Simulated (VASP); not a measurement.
# Se (P-1) in VASP: vibrations by perturbation theory with LDA

Aim: the vibrations by perturbation theory of Se with LDA.

Everything below comes from runs of VASP 6.6.1. Logs are shortened: lines on timing, memory, paths and dates and some standing lists are left out, and cuts for length are marked.

## 1. The cell of the first run

The typed cell holds 2 atoms: a = 4.273 Å, b = 4.273 Å, c = 4.613 Å, α = 90.00°, β = 90.00°, γ = 141.91°.

## 2. Vibrations by perturbation theory, LDA (atoms moved at random)

INCAR

```
PREC = Accurate
ENCUT = 520
EDIFF = 1E-8
ISMEAR = -1
SIGMA = 0.02
LREAL = False
LASPH = True
NELM = 80
ALGO = Normal
ISIF = 2
LWAVE = False
LCHARG = False
NBANDS = 13
IBRION = 8
NSW = 1
```

KPOINTS

```
Automatic mesh
0
Gamma
  7 7 5
```

POSCAR

```
Se
1.0
    1.3942694300     -4.0390027650      0.0000000000
    1.3942694300      4.0390027650      0.0000000000
    0.0000000000      0.0000000000      4.6134314000
Se
2
Direct
    0.0664840000      0.9387920000      0.2459020000
    0.9130810000      0.0496970000      0.7560670000
```

Potentials or basis: VASP PAW LDA potentials, release 64 (Se).

Run with:

```sh
$ cat potpaw_LDA.64/Se/POTCAR > POTCAR
$ mpirun -np 1 vasp_std > vasp.out
```

OUTCAR:

```text
PREC = Accurate
   ENCUT = 520
   EDIFF = 1E-8
   ISMEAR = -1
   LREAL = False
   LASPH = True
   NELM = 80
   ISIF = 2
   IBRION = 8
   NSW = 1

 ion  position               nearest neighbor table
   1  0.066  0.939  0.246-   2 2.50   2 2.59
   2  0.913  0.050  0.756-   1 2.50   1 2.59

  LATTYP: Found a base centered orthorhombic cell.
 ALAT       =     2.7885388600
 B/A-ratio  =     2.8968595869
 C/A-ratio  =     1.6544260746

  Lattice vectors:

 A1 = (   1.3942694300,  -4.0390027650,   0.0000000000)
 A2 = (   1.3942694300,   4.0390027650,   0.0000000000)
 A3 = (   0.0000000000,   0.0000000000,   4.6134314000)

Analysis of symmetry for initial positions (statically):
=====================================================================
 Subroutine PRICEL returns:
 Original cell was already a primitive cell.

 Routine SETGRP: Setting up the symmetry group for a
 base centered orthorhombic supercell.

 Subroutine GETGRP returns: Found  2 space group operations
 (whereof  1 operations were pure point group operations)
 out of a pool of  8 trial point group operations.

The static configuration has the point symmetry C_1 .
 The point group associated with its full space group is S_2 .

Analysis of symmetry for dynamics (positions and initial velocities):
=====================================================================
 Subroutine PRICEL returns:
 Original cell was already a primitive cell.

 Routine SETGRP: Setting up the symmetry group for a
 base centered orthorhombic supercell.

 Subroutine GETGRP returns: Found  2 space group operations
 (whereof  1 operations were pure point group operations)
 out of a pool of  8 trial point group operations.

The dynamic configuration has the point symmetry C_1 .
 The point group associated with its full space group is S_2 .

 Subroutine INISYM returns: Found  2 space group operations
 (whereof  1 operations are pure point group operations),
 and found     1 'primitive' translations

----------------------------------------------------------------------------------------

                                     Primitive cell

  volume of cell :      51.9607

  direct lattice vectors                    reciprocal lattice vectors
     1.394269430 -4.039002765  0.000000000     0.358610746 -0.123792933  0.000000000
     1.394269430  4.039002765  0.000000000     0.358610746  0.123792933  0.000000000
     0.000000000  0.000000000  4.613431400     0.000000000  0.000000000  0.216758398

  length of vectors
     4.272883169  4.272883169  4.613431400     0.379376274  0.379376274  0.216758398

  position of ions in fractional coordinates (direct lattice)
     0.066484000  0.938792000  0.245902000
     0.913081000  0.049697000  0.756067000

  ion indices of the primitive-cell ions
   primitive index   ion index
                 1           1
                 2           2

----------------------------------------------------------------------------------------

 KPOINTS: Automatic mesh

Automatic generation of k-mesh.
 Grid dimensions read from file:
 generate k-points for:    7    7    5

 Generating k-lattice:

  Cartesian coordinates                     Fractional coordinates (reciprocal lattice)
     0.051230107 -0.017684705  0.000000000     0.142857143  0.000000000  0.000000000
     0.051230107  0.017684705  0.000000000     0.000000000  0.142857143  0.000000000
     0.000000000  0.000000000  0.043351680     0.000000000  0.000000000  0.200000000

  Length of vectors
     0.054196611  0.054196611  0.043351680

  Shift w.r.t. Gamma in fractional coordinates (k-lattice)
     0.000000000  0.000000000  0.000000000

 Subroutine IBZKPT returns following result:
 ===========================================

 Found    123 irreducible k-points:

 Following reciprocal coordinates:
            Coordinates               Weight
  0.000000  0.000000  0.000000      1.000000
  0.142857 -0.000000  0.000000      2.000000
 -0.000000  0.142857  0.000000      2.000000
  0.285714  0.000000  0.000000      2.000000
  0.000000  0.285714  0.000000      2.000000
  0.428571 -0.000000  0.000000      2.000000
[... 16 lines left out ...]
 -0.285714  0.285714  0.000000      2.000000
[... 27 lines left out ...]
   ISYM   =      2    0-nonsym 1-usesym 2-fastsym
   POTIM  = 0.5000    time-step for ionic-motion
   TEBEG  =    0.0;   TEEND  =   0.0 temperature during run
   PSTRESS=    0.0 pullay stress
   NELECT =      12.0000    total number of electrons
   NUPDOWN=      -1.0000    fix difference up-down
   EMIN   =  10.00;   EMAX   =-10.00  energy-range for DOS
   EFERMI =   0.00;   METHOD = LEGACY
   ISMEAR =    -1;   SIGMA  =   0.02  broadening in eV -4-tet -1-fermi 0-gaus
   EFERMI_NEDOS =   21; number of points for ismear=-14 and -15
   IALGO  =     38    algorithm
   IMIX   =      4    mixing-type and parameters
     AMIX     =   0.40;   BMIX     =  1.00
     AMIX_MAG =   1.60;   BMIX_MAG =  1.00
  volume/ion in A,a.u.               =      25.98       175.32
  Fermi-wavevector in a.u.,A,eV,Ry     =   1.004408  1.898056 13.726046  1.008836
  Thomas-Fermi vector in A             =   2.137022
   LORBIT       =      0    0 simple, 1 ext, 2 COOP (PROOUT), +10 PAW based schemes
   GGA     = CA    functional components
   LHFCALC =     F    Hartree Fock is set to
   AEXX    =    0.0000 exact exchange contribution
   IVDW    =     0    specifies the selected vdW correction
   LEPSILON=     F    determine dielectric tensor
   LRPA    =     F    only Hartree local field effects (RPA)
 non-spin polarized calculation
  energy-cutoff  :      520.00
  volume of cell :       51.96
 maximum number of plane-waves:      1412
   NGX = 15   NGY = 15   NGZ = 17

--------------------------------------- Ionic step        1  -------------------------------------------

 number of electron      11.9999999 magnetization

 Free energy of the ion-electron system (eV)
  ---------------------------------------------------
  ext. energy  EPLUGINS =         0.00000000
  ---------------------------------------------------
  free energy    TOTEN  =        -7.92339596 eV

  energy without entropy =       -7.92064427  energy(sigma->0) =       -7.92202012

 E-fermi :   3.0074     XC(G=0):  -9.4166

 val. band max:        3.0003742851   @ k =   0.2857  -0.4286  -0.4000
 cond. band min:       3.0099765968   @ k =  -0.4286   0.2857   0.4000
 fundamental gap:      0.0096023118
 Fermi energy:         3.0074453997

 k-point     1 :       0.0000    0.0000    0.0000
  band No.  band energies     occupation
      1     -12.6834      2.00000
      2      -8.7721      2.00000
      3      -3.2620      2.00000
      4       0.8218      2.00000
      5       1.1492      2.00000
      6       5.2703      0.00000
      7       5.4756      0.00000
      8       7.5450      0.00000
      9       8.5266      0.00000
     10       9.8171      0.00000
     11      11.9078      0.00000
     12      12.2822      0.00000
     13      15.9749      0.00000
[... 354 lines left out ...]
  band No.  band energies     occupation
      1     -12.1119      2.00000
      2      -8.6976      2.00000
      3      -2.6758      2.00000
      4      -0.7163      2.00000
      5       1.3666      2.00000
      6       2.6178      2.00000
      7       4.0459      0.00000
      8       5.6303      0.00000
      9      13.7623      0.00000
     10      13.7859      0.00000
     11      13.9338      0.00000
     12      14.6708      0.00000
     13      14.9536      0.00000

 [... further k-points ...]
[... 5 lines left out ...]
  --------------------------------------------------------------------------------------
  -------------------------------------------------------------------------------------
  Total       -0.8943816     -0.7237209     -0.7305107      0.0862172     -0.0616087     -0.0256488
  in kB      -27.5777296    -22.3155092    -22.5248683      2.6584576     -1.8996695     -0.7908664
  external PRESSURE =     -24.1393690 kB  Pullay stress =       0.0000000 kB

 VOLUME and BASIS-vectors are now :
 -----------------------------------------------------------------------------
  energy-cutoff  :      520.00
  volume of cell :       51.96
      direct lattice vectors                 reciprocal lattice vectors
     1.394269430 -4.039002765  0.000000000     0.358610746 -0.123792933  0.000000000
     1.394269430  4.039002765  0.000000000     0.358610746  0.123792933  0.000000000
     0.000000000  0.000000000  4.613431400     0.000000000  0.000000000  0.216758398

 POSITION                                       TOTAL-FORCE (eV/Angst)
 -----------------------------------------------------------------------------------
      1.40163      3.52325      1.13445        -0.079041      0.156619      0.039056
      1.34237     -3.48721      3.48806         0.079041     -0.156619     -0.039056
 -----------------------------------------------------------------------------------
    total drift:                                0.000001      0.000024      0.000000

  FREE ENERGIE OF THE ION-ELECTRON SYSTEM (eV)
  ---------------------------------------------------
  free  energy   TOTEN  =        -7.9233959603 eV

  energy  without entropy=       -7.9206442717  energy(sigma->0) =       -7.92202012

[... ionic steps 2 to 3 ...]

--------------------------------------- Ionic step        4  -------------------------------------------

------------------------ aborting loop because EDIFF is reached ----------------------------------------

--------------------------------------- Ionic step        5  -------------------------------------------

------------------------ aborting loop because EDIFF is reached ----------------------------------------

--------------------------------------- Ionic step        6  -------------------------------------------

 Free energy of the ion-electron system (eV)
  ---------------------------------------------------
  ---------------------------------------------------
  free energy    TOTEN  =        -0.09172931 eV

  energy without entropy =       -0.09172686

------------------------ aborting loop because EDIFF is reached ----------------------------------------

 INTERNAL STRAIN TENSOR  FOR ION    1  DIRECTION 3   (eV/Angst):
 -----------------------------------------------------------------------------
    -2.20714 -0.00338  0.55146
    -0.02566 -0.84403  2.53633
     0.46592  0.26095 -0.50057

 INTERNAL STRAIN TENSOR FOR ION    2 for displacements in x,y,z  (eV/Angst):
          X           Y           Z          XY          YZ          ZX
  --------------------------------------------------------------------------------
  x     1.00033     0.25485    -0.89237    -1.37528    -0.07586     0.38415
  y     0.83790    -5.38638    -9.00509     0.37185     0.62838    -0.13281
  z     2.20714     0.84403     0.50057     0.02566    -0.26095    -0.55146

 SECOND DERIVATIVES (NOT SYMMETRIZED)
 ------------------------------------
               1X          1Y          1Z          2X          2Y          2Z
  1X    -1.329721    0.184448   -0.013350    1.329721   -0.184448    0.013350
  1Y     0.184439   -4.553866    0.820323   -0.184439    4.553866   -0.820323
  1Z    -0.014753    0.822185   -1.001236    0.014753   -0.822185    1.001236
  2X     1.329721   -0.184448    0.013350   -1.329721    0.184448   -0.013350
  2Y    -0.184439    4.553866   -0.820323    0.184439   -4.553866    0.820323
  2Z     0.014753   -0.822185    1.001236   -0.014753    0.822185   -1.001236

 Eigenvectors and eigenvalues of the dynamical matrix
 ----------------------------------------------------

   1 f  =    5.419392 THz    34.051044 2PiTHz  180.771459 cm-1    22.412794 meV
             X         Y         Z           dx          dy          dz
      1.401626  3.523254  1.134452     0.037876   -0.689657    0.151456
      1.342372 -3.487210  3.488063    -0.037876    0.689657   -0.151456
[... 11 lines left out ...]
   4 f  =    0.000000 THz     0.000000 2PiTHz    0.000002 cm-1     0.000000 meV
             X         Y         Z           dx          dy          dz
      1.401626  3.523254  1.134452     0.312483    0.181644    0.607750
      1.342372 -3.487210  3.488063     0.312483    0.181644    0.607750

   5 f/i=    0.000000 THz     0.000000 2PiTHz    0.000000 cm-1     0.000000 meV
             X         Y         Z           dx          dy          dz
      1.401626  3.523254  1.134452     0.472181   -0.518999   -0.087661
      1.342372 -3.487210  3.488063     0.472181   -0.518999   -0.087661

   6 f/i=    0.000000 THz     0.000000 2PiTHz    0.000001 cm-1     0.000000 meV
             X         Y         Z           dx          dy          dz
      1.401626  3.523254  1.134452     0.423555    0.444573   -0.350650
      1.342372 -3.487210  3.488063     0.423555    0.444573   -0.350650

--------------------------------------------------------------------------------------------------------

 ELASTIC MODULI CONTR FROM IONIC RELAXATION (kBar)
 Direction    XX          YY          ZZ          XY          YZ          ZX
 --------------------------------------------------------------------------------
 XX        -233.3375     40.5571    179.3722     24.4370     10.3807     40.5188
 YY          40.5571   -197.0620   -332.5879     15.0602     22.2807     -7.7813
 ZZ         179.3722   -332.5879   -633.0521    -14.1904     30.7131    -20.5188
 XY          24.4370     15.0602    -14.1904    -44.2749     -2.7897     13.8524
 YZ          10.3807     22.2807     30.7131     -2.7897     -3.5287     -2.0466
 ZX          40.5188     -7.7813    -20.5188     13.8524     -2.0466    -15.2080
 --------------------------------------------------------------------------------
```

Run time: 9.8 min. Hardware: 1 thread of AMD EPYC 7R13, shared host; peak memory 0.27 GiB.

Results:

| Property | Result |
| --- | --- |
| Highest phonon frequency at Γ | 181 cm⁻¹ |

Phonon frequencies in cm⁻¹ (negative: imaginary):
```csv
q point,frequencies
"(0.000, 0.000, 0.000)",0 0 0 75 95 181
```

Caveat: the cell differs from its parent crystal (atoms moved at random); the cell wasn't relaxed at this level first, which shifts response properties.
